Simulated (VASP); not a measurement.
# TiB2 (P6/mmm) in VASP: settings compared

Aim: see how the results for TiB2 move with the level of theory and the settings. Levels: PBEsol, PBEsol+U. Tasks: density of states.

Everything below comes from runs of VASP 6.6.1. Logs are shortened: lines on timing, memory, paths and dates and some standing lists are left out, and cuts for length are marked.

**1. The cell of the first run**

Symmetry: P6/mmm, No. 191, hexagonal system. The conventional cell has a = 3.029 Å, b = 3.029 Å, c = 3.228 Å, α = 90.00°, β = 90.00°, γ = 120.00°. Within 3.1 Å of Ti (site symmetry 6/mmm) lie 12 B at 2.38 Å and 6 Ti at 3.03 Å. B (site symmetry -6m2) has 3 B at 1.75 Å within 2.3 Å.

**2. Density of states, PBEsol**

Input file POSCAR:

```
TiB2
1.0
    3.0292000000      0.0000000000      0.0000000000
   -1.5146000000      2.6233641531      0.0000000000
    0.0000000000      0.0000000000      3.2284000000
Ti B
1 2
Direct
    0.0000000000      0.0000000000      0.0000000000
    0.6666666667      0.3333333333      0.5000000000
    0.3333333333      0.6666666667      0.5000000000
```

Input file INCAR.step1:

```
SYSTEM = TiB2
  PREC = Accurate
  ENCUT = 520
  EDIFF = 1E-7
  ISMEAR = -1
  SIGMA = 0.05
  LREAL = .False.
  LASPH = .True.
  NELM = 80
  ALGO = Normal
  ISIF = 2
  LWAVE = .False.
  LCHARG = .True.
  LMAXMIX = 4
  GGA = PS
  NBANDS = 16
```

Input file KPOINTS.step1:

```
Automatic mesh
0
Gamma
  10 10 8
  0 0 0
```

Input file INCAR.step2:

```
SYSTEM = TiB2
  PREC = Accurate
  ENCUT = 520
  EDIFF = 1E-7
  ISMEAR = -5
  SIGMA = 0.05
  LREAL = .False.
  LASPH = .True.
  NELM = 80
  ALGO = Normal
  ISIF = 2
  LWAVE = .False.
  LCHARG = .False.
  LMAXMIX = 4
  GGA = PS
  LORBIT = 11
  NEDOS = 2001
  ICHARG = 11
```

Input file KPOINTS.step2:

```
Automatic mesh
0
Gamma
  15 15 12
  0 0 0
```

Potentials or basis: VASP PAW PBE potentials, release 64 (Ti_sv, B).

The run is started by

```console
cat potpaw_PBE.64/Ti_sv/POTCAR potpaw_PBE.64/B/POTCAR > POTCAR
cp INCAR.step1 INCAR
cp KPOINTS.step1 KPOINTS
mpirun -np 1 vasp_std > vasp.out
cp INCAR.step2 INCAR
cp KPOINTS.step2 KPOINTS
mpirun -np 1 vasp_std > vasp.out
```

OUTCAR:

```text
SYSTEM = TiB2
   PREC = Accurate
   ENCUT = 520
   EDIFF = 1E-7
   ISMEAR = -5
   LREAL = .False.
   LASPH = .True.
   NELM = 80
   ISIF = 2
   GGA = PS
   LORBIT = 11
   ICHARG = 11

 ion  position               nearest neighbor table
   1  0.000  0.000  0.000-   2 2.38   3 2.38   2 2.38   3 2.38   3 2.38   3 2.38   2 2.38   2 2.38
                             2 2.38   2 2.38   3 2.38   3 2.38
   2  0.667  0.333  0.500-   3 1.75   3 1.75   3 1.75   1 2.38   1 2.38   1 2.38   1 2.38   1 2.38
                             1 2.38
   3  0.333  0.667  0.500-   2 1.75   2 1.75   2 1.75   1 2.38   1 2.38   1 2.38   1 2.38   1 2.38
                             1 2.38

  LATTYP: Found a hexagonal cell.
 ALAT       =     3.0292000000
 C/A-ratio  =     1.0657599366

  Lattice vectors:

 A1 = (   3.0292000000,   0.0000000000,   0.0000000000)
 A2 = (  -1.5146000000,   2.6233641531,   0.0000000000)
 A3 = (   0.0000000000,   0.0000000000,   3.2284000000)

Analysis of symmetry for initial positions (statically):
=====================================================================
 Subroutine PRICEL returns:
 Original cell was already a primitive cell.

 Routine SETGRP: Setting up the symmetry group for a
 hexagonal supercell.

 Subroutine GETGRP returns: Found 24 space group operations
 (whereof 24 operations were pure point group operations)
 out of a pool of 24 trial point group operations.

The static configuration has the point symmetry D_6h.

Analysis of symmetry for dynamics (positions and initial velocities):
=====================================================================
 Subroutine PRICEL returns:
 Original cell was already a primitive cell.

 Routine SETGRP: Setting up the symmetry group for a
 hexagonal supercell.

 Subroutine GETGRP returns: Found 24 space group operations
 (whereof 24 operations were pure point group operations)
 out of a pool of 24 trial point group operations.

The dynamic configuration has the point symmetry D_6h.

 Subroutine INISYM returns: Found 24 space group operations
 (whereof 24 operations are pure point group operations),
 and found     1 'primitive' translations

----------------------------------------------------------------------------------------

                                     Primitive cell

  volume of cell :      25.6551

  direct lattice vectors                    reciprocal lattice vectors
     3.029200000  0.000000000  0.000000000     0.330120164  0.190594965  0.000000000
    -1.514600000  2.623364153  0.000000000     0.000000000  0.381189931  0.000000000
     0.000000000  0.000000000  3.228400000     0.000000000  0.000000000  0.309750960

  length of vectors
     3.029200000  3.029200000  3.228400000     0.381189931  0.381189931  0.309750960

  position of ions in fractional coordinates (direct lattice)
     0.000000000  0.000000000  0.000000000
     0.666666667  0.333333333  0.500000000
     0.333333333  0.666666667  0.500000000

  ion indices of the primitive-cell ions
   primitive index   ion index
                 1           1
                 2           2
                 3           3

----------------------------------------------------------------------------------------

 KPOINTS: Automatic mesh

Automatic generation of k-mesh.
 Grid dimensions read from file:
 generate k-points for:   15   15   12

 Generating k-lattice:

  Cartesian coordinates                     Fractional coordinates (reciprocal lattice)
     0.022008011  0.012706331  0.000000000     0.066666667  0.000000000  0.000000000
     0.000000000  0.025412662  0.000000000     0.000000000  0.066666667  0.000000000
     0.000000000  0.000000000  0.025812580     0.000000000  0.000000000  0.083333333

  Length of vectors
     0.025412662  0.025412662  0.025812580

  Shift w.r.t. Gamma in fractional coordinates (k-lattice)
     0.000000000  0.000000000  0.000000000

 TETIRR: Found   2748 inequivalent tetrahedra from    16200

 Subroutine IBZKPT returns following result:
 ===========================================

 Found    189 irreducible k-points:

 Following reciprocal coordinates:
            Coordinates               Weight
  0.000000  0.000000  0.000000      1.000000
  0.066667  0.000000  0.000000      6.000000
  0.133333  0.000000  0.000000      6.000000
  0.200000 -0.000000  0.000000      6.000000
  0.266667  0.000000  0.000000      6.000000
  0.333333  0.000000  0.000000      6.000000
[... 16 lines left out ...]
  0.333333  0.200000  0.000000     12.000000
  0.400000  0.200000  0.000000      6.000000
 [... further k-points ...]
   k-points           NKPTS =    189   k-points in BZ     NKDIM =    189   number of bands    NBANDS=     13
   number of dos      NEDOS =   2001   number of ions     NIONS =      3
   total plane-waves  NPLWV =  13824
   dimension x,y,z NGX =    24 NGY =   24 NGZ =   24
   dimension x,y,z NGXF=    48 NGYF=   48 NGZF=   48
   ions per type =               1   2
   NGX,Y,Z   is equivalent  to a cutoff of  13.17, 13.17, 12.36 a.u.
   NGXF,Y,Z  is equivalent  to a cutoff of  26.34, 26.34, 24.72 a.u.
 SYSTEM =  TiB2
   PREC   = accura    normal or accurate (medium, high low for compatibility)
   ISTART =      0    job   : 0-new  1-cont  2-samecut
   ICHARG =     11    charge: 1-file 2-atom 10-const
   ISPIN  =      1    spin polarized calculation?
   LNONCOLLINEAR =      F non collinear calculations
   LSORBIT =      F    spin-orbit coupling
   LASPH  =      T    aspherical Exc in radial PAW
   ENCUT  =  520.0 eV  38.22 Ry    6.18 a.u.   5.63  5.63  6.00*2*pi/ulx,y,z
   NELM   =     80;   NELMIN=  2; NELMDL=  0     # of ELM steps
   EDIFF  = 0.1E-06   stopping-criterion for ELM
   LREAL  =      F    real-space projection
   EDIFFG = 0.1E-05   stopping-criterion for IOM
   NSW    =      0    number of steps for IOM
   IBRION =     -1    ionic relax: 0-MD 1-quasi-New 2-CG
   NFREE  =      0    steps in history (QN), initial steepest desc. (CG)
   ISIF   =      2    stress and relaxation
   ISYM   =      2    0-nonsym 1-usesym 2-fastsym
   POTIM  = 0.5000    time-step for ionic-motion
   TEBEG  =    0.0;   TEEND  =   0.0 temperature during run
   PSTRESS=    0.0 pullay stress
   NELECT =      18.0000    total number of electrons
   NUPDOWN=      -1.0000    fix difference up-down
   EMIN   =  10.00;   EMAX   =-10.00  energy-range for DOS
   EFERMI =   0.00;   METHOD = LEGACY
   ISMEAR =    -5;   SIGMA  =   0.05  broadening in eV -4-tet -1-fermi 0-gaus
   EFERMI_NEDOS =   21; number of points for ismear=-14 and -15
   IALGO  =     38    algorithm
   IMIX   =      4    mixing-type and parameters
     AMIX     =   0.40;   BMIX     =  1.00
     AMIX_MAG =   1.60;   BMIX_MAG =  1.00
  volume/ion in A,a.u.               =       8.55        57.71
  Fermi-wavevector in a.u.,A,eV,Ry     =   1.454703  2.748990 28.792122  2.116161
  Thomas-Fermi vector in A             =   2.571823
   LORBIT       =     11    0 simple, 1 ext, 2 COOP (PROOUT), +10 PAW based schemes
   GGA     = PS    functional components
   LHFCALC =     F    Hartree Fock is set to
   AEXX    =    0.0000 exact exchange contribution
   IVDW    =     0    specifies the selected vdW correction
   LEPSILON=     F    determine dielectric tensor
   LRPA    =     F    only Hartree local field effects (RPA)
 non-spin polarized calculation
 Fermi weights with tetrahedron method with Bloechl corrections
  energy-cutoff  :      520.00
  volume of cell :       25.66
 maximum number of plane-waves:       721
 NGX is ok and might be reduce to    24

 number of electron      18.0000002 magnetization

 Free energy of the ion-electron system (eV)
  ---------------------------------------------------
  ext. energy  EPLUGINS =         0.00000000
  ---------------------------------------------------
  free energy    TOTEN  =       -25.78247692 eV

  energy without entropy =      -25.78247692  energy(sigma->0) =      -25.78247692

 E-fermi :   9.9945     XC(G=0): -12.8718

 val. band max:        9.9849242236   @ k =   0.0667   0.0000   0.3333
 cond. band min:       9.8581058749   @ k =   0.4000   0.2000   0.0000
 fundamental gap:     -0.1268183487
 Fermi energy:         9.9944686161

 k-point     1 :       0.0000    0.0000    0.0000
  band No.  band energies     occupation
      1     -46.7957      2.00000
      2     -23.2493      2.00000
      3     -22.9372      2.00000
      4     -22.9372      2.00000
      5      -3.5608      2.00000
      6       7.3136      2.00000
      7       7.3136      2.00000
      8       7.6028      2.00000
      9       7.7580      2.00000
     10      11.8009      0.00000
     11      11.8009      0.00000
     12      13.5859      0.00000
     13      13.5859      0.00000

 k-point     2 :       0.0667    0.0000    0.0000
  band No.  band energies     occupation
      1     -46.7933      2.00000
      2     -23.2463      2.00000
      3     -22.9555      2.00000
      4     -22.9413      2.00000
      5      -3.4750      2.00000
      6       7.0654      2.00000
      7       7.2995      2.00000
      8       7.5312      2.00000
      9       7.8024      2.00000
     10      11.7751      0.00000
     11      11.9521      0.00000
     12      13.2202      0.00000
     13      13.2766      0.00000
[... 321 lines left out ...]
 k-point    23 :       0.3333    0.2000    0.0000
  band No.  band energies     occupation
      1     -46.7374      2.00000
      2     -23.2920      2.00000
      3     -23.1756      2.00000
      4     -23.1136      2.00000
      5       0.1708      2.00000
      6       2.0521      2.00000
      7       4.1709      2.00000
      8       7.1325      2.00000
      9       9.4656      2.00000
     10       9.8616      0.55902
     11      11.5580      0.00000
     12      12.8381      0.00000
     13      15.6166      0.00000

 k-point    24 :       0.4000    0.2000    0.0000
  band No.  band energies     occupation
      1     -46.7354      2.00000
      2     -23.3000      2.00000
      3     -23.1731      2.00000
      4     -23.1232      2.00000
      5       1.0517      2.00000
      6       1.1294      2.00000
      7       4.0716      2.00000
      8       7.1857      2.00000
      9       9.3030      2.00000
     10       9.8581      0.55223
     11      11.9008      0.00000
     12      12.5971      0.00000
     13      15.6378      0.00000

 [... further k-points ...]
[... 5 lines left out ...]
  --------------------------------------------------------------------------------------
  -------------------------------------------------------------------------------------
  Total       -0.5645842     -0.5645842     -1.0093347      0.0000000      0.0000000     -0.0000000
  in kB      -35.2586315    -35.2586315    -63.0335737      0.0000000      0.0000000     -0.0000000
  external PRESSURE =     -44.5169456 kB  Pullay stress =       0.0000000 kB

 VOLUME and BASIS-vectors are now :
 -----------------------------------------------------------------------------
  energy-cutoff  :      520.00
  volume of cell :       25.66
      direct lattice vectors                 reciprocal lattice vectors
     3.029200000  0.000000000  0.000000000     0.330120164  0.190594965  0.000000000
    -1.514600000  2.623364153  0.000000000     0.000000000  0.381189931  0.000000000
     0.000000000  0.000000000  3.228400000     0.000000000  0.000000000  0.309750960

 POSITION                                       TOTAL-FORCE (eV/Angst)
 -----------------------------------------------------------------------------------
      0.00000      0.00000      0.00000         0.000000      0.000000     -0.000000
      1.51460      0.87445      1.61420         0.000000     -0.000000     -0.000000
     -0.00000      1.74891      1.61420        -0.000000      0.000000      0.000000
 -----------------------------------------------------------------------------------
    total drift:                               -0.000000      0.000000     -0.000000

  FREE ENERGIE OF THE ION-ELECTRON SYSTEM (eV)
  ---------------------------------------------------
  free  energy   TOTEN  =       -25.7824769166 eV

  energy  without entropy=      -25.7824769166  energy(sigma->0) =      -25.78247692

 total charge

# of ion       s       p       d       tot
------------------------------------------
    1        2.178   6.212   2.047  10.437
    2        0.683   1.318   0.000   2.002
    3        0.683   1.318   0.000   2.002
--------------------------------------------------
tot          3.545   8.849   2.047  14.440
```

Wall time 22 s (1 thread of Intel Xeon 6975P-C (Granite Rapids), shared host); peak memory 0.18 GiB.

What came out:

| Property | Result |
| --- | --- |
| Valence electrons inside the program's atomic spheres | Ti 10.44; B 2.00 |

Caveat: the PAW data sets were made with another functional, which shifts forces and pressure a little; tetrahedron occupations give inexact forces and stress in metals.

**3. Density of states, PBEsol+U**

POSCAR is that of step 2.

Input file INCAR.step1:

```
SYSTEM = TiB2
  PREC = Accurate
  ENCUT = 520
  EDIFF = 1E-6
  ISMEAR = -1
  SIGMA = 0.05
  LREAL = .False.
  LASPH = .True.
  NELM = 150
  ALGO = Normal
  ISIF = 2
  LWAVE = .False.
  LCHARG = .True.
  LMAXMIX = 4
  LDAU = .True.
  LDAUTYPE = 2
  LDAUL = 2 -1
  LDAUU = 2 0
  LDAUJ = 0 0
  LDAUPRINT = 1
  GGA = PS
  NBANDS = 16
```

Input file KPOINTS.step1:

```
regular mesh
0
Gamma
  10 10 8
  0 0 0
```

Input file INCAR.step2:

```
SYSTEM = TiB2
  PREC = Accurate
  ENCUT = 520
  EDIFF = 1E-6
  ISMEAR = -5
  SIGMA = 0.05
  LREAL = .False.
  LASPH = .True.
  NELM = 150
  ALGO = Normal
  ISIF = 2
  LWAVE = .False.
  LCHARG = .False.
  LMAXMIX = 4
  LDAU = .True.
  LDAUTYPE = 2
  LDAUL = 2 -1
  LDAUU = 2 0
  LDAUJ = 0 0
  LDAUPRINT = 1
  GGA = PS
  LORBIT = 11
  NEDOS = 2001
  ICHARG = 11
```

Input file KPOINTS.step2:

```
regular mesh
0
Gamma
  15 15 12
  0 0 0
```

Potentials or basis: VASP PAW PBE potentials, release 64 (Ti_sv, B).

The run is started by

```console
cat potpaw_PBE.64/Ti_sv/POTCAR potpaw_PBE.64/B/POTCAR > POTCAR
cp INCAR.step1 INCAR
cp KPOINTS.step1 KPOINTS
mpirun -np 1 vasp_std > vasp.out
cp INCAR.step2 INCAR
cp KPOINTS.step2 KPOINTS
mpirun -np 1 vasp_std > vasp.out
```

Wall time 20 s (1 thread of Intel Xeon 6975P-C (Granite Rapids), shared host); peak memory 0.18 GiB.

The run converged. Its results:

```
Valence electrons inside the program's atomic spheres : Ti 10.38; B 2.01
```

Levels at points of the mesh, in eV from the Fermi level:
| k point | band 6 | band 7 | band 8 | band 9 | band 10 | band 11 | band 12 | band 13 |
| --- | --- | --- | --- | --- | --- | --- | --- | --- |
| (0.00, 0.00, 0.00) | -2.75 | -2.75 | -2.59 | -2.24 | 1.85 | 1.85 | 3.57 | 3.57 |
| (0.00, 0.00, 0.50) | -7.93 | -0.74 | -0.74 | -0.28 | -0.28 | 0.36 | 0.36 | 1.63 |

Eigenvalues of the final occupation matrices:
| site | spin | trace | eigenvalues |
| --- | --- | --- | --- |
| site 1 d | 1 | 1.00 | 0.17 0.21 0.21 0.21 0.21 |
| site 1 d | 2 | 1.00 | 0.17 0.21 0.21 0.21 0.21 |

Caveat: the PAW data sets were made with another functional, which shifts forces and pressure a little; U without spin polarisation on a metal has little footing; the U is typed as a test and isn't derived for this compound; tetrahedron occupations give inexact forces and stress in metals.

(Part 1 of 2 ends here.)
